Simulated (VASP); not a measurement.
CsGaCl2: single point with PBE

CsGaCl2:

```
Cs Ga Cl
1.0
     4.58438    0.00000    0.00000
    -2.29219    3.97019    0.00000
     0.00000    0.00000    7.85421
Cs Ga Cl
1 1 2
Direct
  0.00000 0.00000 0.50000
  0.00000 0.00000 0.00000
  0.33333 0.66667 0.78476
  0.66667 0.33333 0.21524
```

| Item | Value |
| --- | --- |
| Program | VASP 6.6.1 |
| Task | single point |
| Functional | PBE |
| Potentials or basis | VASP PAW PBE potentials, release 64 (Cs_sv, Ga_d, Cl) |
| Cutoff | 520 eV |
| k mesh | 6 × 6 × 4 |
| Occupations | gaussian, width 0.1 eV |
| Spin | no spin polarisation |
| Dipole correction | no |
| Further INCAR settings | ALGO = Normal; EDIFF = 1e-06; NBANDS = 26 |

```json
{
 "Pressure": "0.0 GPa",
 "Largest force": "0.026 eV/Å",
 "Band gap on the k mesh": "2.97 eV (least direct gap 3.25 eV)"
}
```

Forces on the atoms (eV/Å):
```
Cs   0.000  0.000  0.000
Ga   0.000  0.000  0.000
Cl   0.000  0.000  0.026
Cl   0.000  0.000 -0.026
```

Stress tensor (GPa, compression positive):
```
-0.12  0.00  0.00
 0.00 -0.12  0.00
 0.00  0.00  0.21
```

Levels at points of the mesh, in eV from the valence-band top:
| k point | band 16 | band 17 | band 18 | band 19 | band 20 | band 21 |
| --- | --- | --- | --- | --- | --- | --- |
| (0.00, 0.00, 0.00) | -1.26 | -1.20 | -0.73 | 3.68 | 4.57 | 5.12 |
| (0.50, 0.00, 0.00) | -1.44 | -1.40 | -0.35 | 4.16 | 4.90 | 4.96 |
| (0.00, 0.00, 0.50) | -1.27 | -1.27 | -0.28 | 2.97 | 4.73 | 4.94 |
| (0.50, 0.00, 0.50) | -1.22 | -1.19 | -0.19 | 3.69 | 4.27 | 5.29 |

Run time: 2.5 min on 1 thread of Intel Xeon 8259CL, with other jobs on the host, peak memory 0.31 GiB.

Caveat: spin-orbit coupling is left out, which moves the levels of the heavy elements. A k mesh can miss the band edges.
